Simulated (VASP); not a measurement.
Here is a VASP 6.6.1 calculation.

Contents of INCAR:

```
SYSTEM = Ge3S4
  PREC = Accurate
  ENCUT = 520
  EDIFF = 1E-6
  ISMEAR = 0
  SIGMA = 0.1
  LREAL = .False.
  LASPH = .True.
  NELM = 100
  ALGO = Normal
  ISIF = 2
  LWAVE = .False.
  LCHARG = .False.
  GGA = PE
  NBANDS = 42
```

The input KPOINTS:

```
regular mesh
0
Gamma
  8 8 8
  0 0 0
```

Contents of POSCAR:

```
Ge3S4
1.0
    5.7895631810      0.0000000000      0.0000000000
    0.0000000000      5.7895631810      0.0000000000
    0.0000000000      0.0000000000      5.7895631810
Ge S
3 4
Direct
    0.0000000000      0.0000000000      0.5000000000
    0.5000000000      0.0000000000      0.0000000000
    0.0000000000      0.5000000000      0.0000000000
    0.2416987492      0.7583012508      0.2416987492
    0.7583012508      0.2416987492      0.2416987492
    0.2416987492      0.2416987492      0.7583012508
    0.7583012508      0.7583012508      0.7583012508
```

Potentials or basis: VASP PAW PBE potentials, release 64 (Ge_d, S).

Command:

```console
$ cat potpaw_PBE.64/Ge_d/POTCAR potpaw_PBE.64/S/POTCAR > POTCAR
$ mpirun -np 1 vasp_std > vasp.out
```

(1) What does it give for the pressure?

(2) What does it give for the band gap on the k mesh?

## Answers

(1) 0.0 GPa.

(2) zero (band 33 reaches 3.16 eV, above the bottom of band 34 at 1.40 eV).
